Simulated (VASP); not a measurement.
# Gd (Fm-3m) in VASP: single point with PBEsol

Aim: the single point of Gd with PBEsol.

Program: VASP 6.6.1. These are calculated values, not measurements. Logs are shortened: lines on timing, memory, paths and dates and some standing lists are left out, and cuts for length are marked.

## (1) The cell of the first run

The structure is cubic, space group Fm-3m (No. 225). The conventional cell has a = 5.172 Å, b = 5.172 Å, c = 5.172 Å, α = 90.00°, β = 90.00°, γ = 90.00°. Gd (site symmetry m-3m) has 12 Gd at 3.66 Å within 4.8 Å.

This isn't the form of Gd at room conditions, which is hcp.

## (2) Single point, PBEsol, collinear spin, ferromagnetic start

The input, INCAR:

```
SYSTEM = Gd
ALGO     = Normal         ! electronic algorithm
EDIFF    = 1E-7           ! SCF threshold, eV
ENCUT    = 520            ! plane-wave cutoff, eV
GGA      = PS             ! functional
ISIF     = 2              ! what is computed and relaxed
ISMEAR   = 0              ! smearing method
ISPIN    = 2              ! spin polarisation
LASPH    = .True.         ! aspherical terms in the spheres
LCHARG   = .False.        ! write CHGCAR
LMAXMIX  = 6              ! l up to which the mixer works
LORBIT   = 11             ! projections on sites
LREAL    = .False.        ! projectors in reciprocal space
LWAVE    = .False.        ! write WAVECAR
MAGMOM   = 7              ! initial moments
NBANDS   = 19             ! bands
NELM     = 150            ! most SCF steps
PREC     = Accurate       ! precision mode
SIGMA    = 0.05           ! smearing width, eV
```

The input, KPOINTS:

```
k-points
0
Gamma
  14 14 14
  0 0 0
```

The input, POSCAR:

```
Gd
1.0
    0.0000000000      2.5858190900      2.5858190900
    2.5858190900      0.0000000000      2.5858190900
    2.5858190900      2.5858190900      0.0000000000
Gd
1
Direct
    0.0000000000      0.0000000000      0.0000000000
```

Potentials or basis: VASP PAW PBE potentials, release 64 (Gd).

Command:

```bash
$ cat potpaw_PBE.64/Gd/POTCAR > POTCAR
$ mpirun -np 1 vasp_std > vasp.out
```

OUTCAR:

```text
SYSTEM = Gd
   EDIFF = 1E-7
   ENCUT = 520
   GGA = PS
   ISIF = 2
   ISMEAR = 0
   ISPIN = 2
   LASPH = .True.
   LORBIT = 11
   LREAL = .False.
   NELM = 150
   PREC = Accurate

 ion  position               nearest neighbor table
   1  0.000  0.000  0.000-

  LATTYP: Found a face centered cubic cell.
 ALAT       =     5.1716381800

  Lattice vectors:

 A1 = (   0.0000000000,   2.5858190900,   2.5858190900)
 A2 = (   2.5858190900,   0.0000000000,   2.5858190900)
 A3 = (   2.5858190900,   2.5858190900,   0.0000000000)

Analysis of symmetry for initial positions (statically):
=====================================================================
 Subroutine PRICEL returns:
 Original cell was already a primitive cell.

 Routine SETGRP: Setting up the symmetry group for a
 face centered cubic supercell.

 Subroutine GETGRP returns: Found 48 space group operations
 (whereof 48 operations were pure point group operations)
 out of a pool of 48 trial point group operations.

The static configuration has the point symmetry O_h .

Analysis of symmetry for dynamics (positions and initial velocities):
=====================================================================
 Subroutine PRICEL returns:
 Original cell was already a primitive cell.

 Routine SETGRP: Setting up the symmetry group for a
 face centered cubic supercell.

 Subroutine GETGRP returns: Found 48 space group operations
 (whereof 48 operations were pure point group operations)
 out of a pool of 48 trial point group operations.

The dynamic configuration has the point symmetry O_h .

Analysis of structural, dynamic, and magnetic symmetry:
=====================================================================
 Subroutine PRICEL returns:
 Original cell was already a primitive cell.

 Routine SETGRP: Setting up the symmetry group for a
 face centered cubic supercell.

 Subroutine GETGRP returns: Found 48 space group operations
 (whereof 48 operations were pure point group operations)
 out of a pool of 48 trial point group operations.

The overall configuration has the point symmetry O_h .

 Subroutine INISYM returns: Found 48 space group operations
 (whereof 48 operations are pure point group operations),
 and found     1 'primitive' translations

----------------------------------------------------------------------------------------

                                     Primitive cell

  volume of cell :      34.5800

  direct lattice vectors                    reciprocal lattice vectors
     0.000000000  2.585819090  2.585819090    -0.193362328  0.193362328  0.193362328
     2.585819090  0.000000000  2.585819090     0.193362328 -0.193362328  0.193362328
     2.585819090  2.585819090  0.000000000     0.193362328  0.193362328 -0.193362328

  length of vectors
     3.656900427  3.656900427  3.656900427     0.334913377  0.334913377  0.334913377

  position of ions in fractional coordinates (direct lattice)
     0.000000000  0.000000000  0.000000000

  ion indices of the primitive-cell ions
   primitive index   ion index
                 1           1

----------------------------------------------------------------------------------------

 KPOINTS: k-points

Automatic generation of k-mesh.
 Grid dimensions read from file:
 generate k-points for:   14   14   14

 Generating k-lattice:

  Cartesian coordinates                     Fractional coordinates (reciprocal lattice)
    -0.013811595  0.013811595  0.013811595     0.071428571  0.000000000  0.000000000
     0.013811595 -0.013811595  0.013811595     0.000000000  0.071428571  0.000000000
     0.013811595  0.013811595 -0.013811595     0.000000000  0.000000000  0.071428571

  Length of vectors
     0.023922384  0.023922384  0.023922384

  Shift w.r.t. Gamma in fractional coordinates (k-lattice)
     0.000000000  0.000000000  0.000000000

 Subroutine IBZKPT returns following result:
 ===========================================

 Found    104 irreducible k-points:

 Following reciprocal coordinates:
            Coordinates               Weight
  0.000000  0.000000  0.000000      1.000000
  0.071429  0.000000  0.000000      8.000000
  0.142857  0.000000  0.000000      8.000000
  0.214286  0.000000  0.000000      8.000000
  0.285714  0.000000  0.000000      8.000000
  0.357143  0.000000  0.000000      8.000000
[... 16 lines left out ...]
  0.214286  0.142857  0.000000     24.000000
  0.285714  0.142857  0.000000     24.000000
 [... further k-points ...]
   k-points           NKPTS =    104   k-points in BZ     NKDIM =    104   number of bands    NBANDS=     19
   number of dos      NEDOS =    301   number of ions     NIONS =      1
   total plane-waves  NPLWV =  21952
   dimension x,y,z NGX =    28 NGY =   28 NGZ =   28
   dimension x,y,z NGXF=    56 NGYF=   56 NGZF=   56
   ions per type =               1
   NGX,Y,Z   is equivalent  to a cutoff of  12.73, 12.73, 12.73 a.u.
   NGXF,Y,Z  is equivalent  to a cutoff of  25.46, 25.46, 25.46 a.u.
 SYSTEM =  Gd
   PREC   = accura    normal or accurate (medium, high low for compatibility)
   ISTART =      0    job   : 0-new  1-cont  2-samecut
   ICHARG =      2    charge: 1-file 2-atom 10-const
   ISPIN  =      2    spin polarized calculation?
   LNONCOLLINEAR =      F non collinear calculations
   LSORBIT =      F    spin-orbit coupling
   LASPH  =      T    aspherical Exc in radial PAW
   ENCUT  =  520.0 eV  38.22 Ry    6.18 a.u.   6.80  6.80  6.80*2*pi/ulx,y,z
   NELM   =    150;   NELMIN=  2; NELMDL= -5     # of ELM steps
   EDIFF  = 0.1E-06   stopping-criterion for ELM
   LREAL  =      F    real-space projection
   EDIFFG = 0.1E-05   stopping-criterion for IOM
   NSW    =      0    number of steps for IOM
   IBRION =     -1    ionic relax: 0-MD 1-quasi-New 2-CG
   NFREE  =      0    steps in history (QN), initial steepest desc. (CG)
   ISIF   =      2    stress and relaxation
   ISYM   =      2    0-nonsym 1-usesym 2-fastsym
   POTIM  = 0.5000    time-step for ionic-motion
   TEBEG  =    0.0;   TEEND  =   0.0 temperature during run
   PSTRESS=    0.0 pullay stress
   NELECT =      18.0000    total number of electrons
   NUPDOWN=      -1.0000    fix difference up-down
   EMIN   =  10.00;   EMAX   =-10.00  energy-range for DOS
   EFERMI =   0.00;   METHOD = LEGACY
   ISMEAR =     0;   SIGMA  =   0.05  broadening in eV -4-tet -1-fermi 0-gaus
   EFERMI_NEDOS =   21; number of points for ismear=-14 and -15
   IALGO  =     38    algorithm
   IMIX   =      4    mixing-type and parameters
     AMIX     =   0.40;   BMIX     =  1.00
     AMIX_MAG =   1.60;   BMIX_MAG =  1.00
  volume/ion in A,a.u.               =      34.58       233.36
  Fermi-wavevector in a.u.,A,eV,Ry     =   1.316914  2.488607 23.596086  1.734263
  Thomas-Fermi vector in A             =   2.446993
   LORBIT       =     11    0 simple, 1 ext, 2 COOP (PROOUT), +10 PAW based schemes
   GGA     = PS    functional components
   LHFCALC =     F    Hartree Fock is set to
   AEXX    =    0.0000 exact exchange contribution
   IVDW    =     0    specifies the selected vdW correction
   LEPSILON=     F    determine dielectric tensor
   LRPA    =     F    only Hartree local field effects (RPA)
 spin polarized calculation
 Gauss-broadening in eV      SIGMA  =   0.05
  energy-cutoff  :      520.00
  volume of cell :       34.58
 maximum number of plane-waves:       950
   NGX = 13   NGY = 13   NGZ = 13

 number of electron      18.0000002 magnetization       7.4658219

 Free energy of the ion-electron system (eV)
  ---------------------------------------------------
  ext. energy  EPLUGINS =         0.00000000
  ---------------------------------------------------
  free energy    TOTEN  =       -11.95307768 eV

  energy without entropy =      -11.94900201  energy(sigma->0) =      -11.95103984

 E-fermi :   2.6938     XC(G=0):  -9.9183

 val. band max:        2.6914320952   @ k =   0.5000   0.3571   0.1429
 cond. band min:       2.6954041019   @ k =  -0.2857   0.2857   0.0714
 fundamental gap:      0.0039720067
 Fermi energy:         2.6937659089

 spin component 1

 k-point     1 :       0.0000    0.0000    0.0000
  band No.  band energies     occupation
      1     -42.6412      1.00000
      2     -19.7127      1.00000
      3     -19.7127      1.00000
      4     -19.7127      1.00000
      5      -2.3410      1.00000
      6      -2.2164      1.00000
[... 11 lines left out ...]
     18      11.5467      0.00000
     19      14.7597      0.00000

 k-point     2 :       0.0714    0.0000    0.0000
  band No.  band energies     occupation
      1     -42.6386      1.00000
      2     -19.7445      1.00000
      3     -19.7168      1.00000
      4     -19.7168      1.00000
      5      -2.2129      1.00000
      6      -2.2105      1.00000
[... 11 lines left out ...]
     18      11.8329      0.00000
     19      14.0930      0.00000

 k-point     3 :       0.1429    0.0000    0.0000
  band No.  band energies     occupation
      1     -42.6316      1.00000
      2     -19.8325      1.00000
      3     -19.7281      1.00000
      4     -19.7281      1.00000
      5      -2.2033      1.00000
      6      -2.1618      1.00000
[... 11 lines left out ...]
     18      12.4491      0.00000
     19      13.2388      0.00000

 k-point     4 :       0.2143    0.0000    0.0000
  band No.  band energies     occupation
      1     -42.6213      1.00000
      2     -19.9570      1.00000
      3     -19.7445      1.00000
      4     -19.7445      1.00000
      5      -2.1934      1.00000
      6      -2.1600      1.00000
[... 407 lines left out ...]
     18      12.9706      0.00000
     19      13.9440      0.00000

 k-point    23 :       0.2143    0.1429    0.0000
  band No.  band energies     occupation
      1     -42.6207      1.00000
      2     -19.9101      1.00000
      3     -19.7752      1.00000
      4     -19.7703      1.00000
      5      -2.1859      1.00000
      6      -2.1584      1.00000
[... 11 lines left out ...]
     18      13.3618      0.00000
     19      13.8292      0.00000

 k-point    24 :       0.2857    0.1429    0.0000
  band No.  band energies     occupation
      1     -42.6108      1.00000
      2     -20.0202      1.00000
      3     -19.7956      1.00000
      4     -19.7894      1.00000
      5      -2.1773      1.00000
      6      -2.1548      1.00000
[... 11 lines left out ...]
     18      12.5642      0.00000
     19      14.5384      0.00000

 [... further k-points ...]

 spin component 2

 k-point     1 :       0.0000    0.0000    0.0000
  band No.  band energies     occupation
      1     -39.4615      1.00000
      2     -17.3442      1.00000
      3     -17.3442      1.00000
      4     -17.3442      1.00000
      5      -1.5865      1.00000
      6       2.8864      0.00000
[... 11 lines left out ...]
     18      12.5134      0.00000
     19      15.4997      0.00000

 k-point     2 :       0.0714    0.0000    0.0000
  band No.  band energies     occupation
      1     -39.4582      1.00000
      2     -17.3840      1.00000
      3     -17.3491      1.00000
      4     -17.3491      1.00000
      5      -1.4482      1.00000
      6       2.8796      0.00000
[... 11 lines left out ...]
     18      12.7988      0.00000
     19      14.7993      0.00000

 k-point     3 :       0.1429    0.0000    0.0000
  band No.  band energies     occupation
      1     -39.4492      1.00000
      2     -17.4939      1.00000
      3     -17.3627      1.00000
      4     -17.3627      1.00000
      5      -1.0546      1.00000
      6       2.8624      0.00000
[... 11 lines left out ...]
     18      13.3283      0.00000
     19      14.0608      0.00000

 k-point     4 :       0.2143    0.0000    0.0000
  band No.  band energies     occupation
      1     -39.4361      1.00000
      2     -17.6483      1.00000
      3     -17.3824      1.00000
      4     -17.3824      1.00000
      5      -0.4727      1.00000
      6       2.8488      0.00001
[... 407 lines left out ...]
     18      13.9430      0.00000
     19      14.6813      0.00000

 k-point    23 :       0.2143    0.1429    0.0000
  band No.  band energies     occupation
      1     -39.4354      1.00000
      2     -17.5901      1.00000
      3     -17.4205      1.00000
      4     -17.4146      1.00000
      5      -0.4397      1.00000
      6       2.8145      0.00032
[... 11 lines left out ...]
     18      14.1533      0.00000
     19      14.8057      0.00000

 k-point    24 :       0.2857    0.1429    0.0000
  band No.  band energies     occupation
      1     -39.4227      1.00000
      2     -17.7260      1.00000
      3     -17.4452      1.00000
      4     -17.4378      1.00000
      5       0.1509      1.00000
      6       2.7957      0.00197
[... 11 lines left out ...]
     18      13.4108      0.00000
     19      15.6697      0.00000

 [... further k-points ...]

------------------------ aborting loop because EDIFF is reached ----------------------------------------

  FORCE on cell =-STRESS in cart. coord.  units (eV):
  Direction    XX          YY          ZZ          XY          YZ          ZX
  --------------------------------------------------------------------------------------
  -------------------------------------------------------------------------------------
  Total       -0.7715366     -0.7715366     -0.7715366      0.0000000      0.0000000      0.0000000
  in kB      -35.7472562    -35.7472562    -35.7472562      0.0000000      0.0000000      0.0000000
  external PRESSURE =     -35.7472562 kB  Pullay stress =       0.0000000 kB

 VOLUME and BASIS-vectors are now :
 -----------------------------------------------------------------------------
  energy-cutoff  :      520.00
  volume of cell :       34.58
      direct lattice vectors                 reciprocal lattice vectors
     0.000000000  2.585819090  2.585819090    -0.193362328  0.193362328  0.193362328
     2.585819090  0.000000000  2.585819090     0.193362328 -0.193362328  0.193362328
     2.585819090  2.585819090  0.000000000     0.193362328  0.193362328 -0.193362328

 POSITION                                       TOTAL-FORCE (eV/Angst)
 -----------------------------------------------------------------------------------
      0.00000      0.00000      0.00000        -0.000000     -0.000000      0.000000
 -----------------------------------------------------------------------------------
    total drift:                               -0.000000     -0.000000     -0.000000

  FREE ENERGIE OF THE ION-ELECTRON SYSTEM (eV)
  ---------------------------------------------------
  free  energy   TOTEN  =       -11.9530776775 eV

  energy  without entropy=      -11.9490020089  energy(sigma->0) =      -11.95103984

 total charge

# of ion       s       p       d       f       tot
--------------------------------------------------
    1        2.070   5.544   0.557   6.995  15.166

 magnetization (x)

# of ion       s       p       d       f       tot
--------------------------------------------------
    1        0.002  -0.051   0.176   6.805   6.932
```

It took 9.6 min on 1 thread of AMD EPYC 7R43 (Zen 3), shared host; peak memory 0.22 GiB.

Results:

* Free energy: -11.9531 eV
* Pressure: -3.6 GPa
* Net moment: 7.47 μB per cell
* Site moments: Gd +6.93 μB
* Valence electrons inside the program's atomic spheres: Gd 15.17

Caveat: the cell stands under tension; the PAW data sets were made with another functional, which shifts forces and pressure a little; spin-orbit coupling is left out, which moves the levels of the heavy elements; semilocal functionals describe open f shells poorly, which spoils levels, moments and volumes.
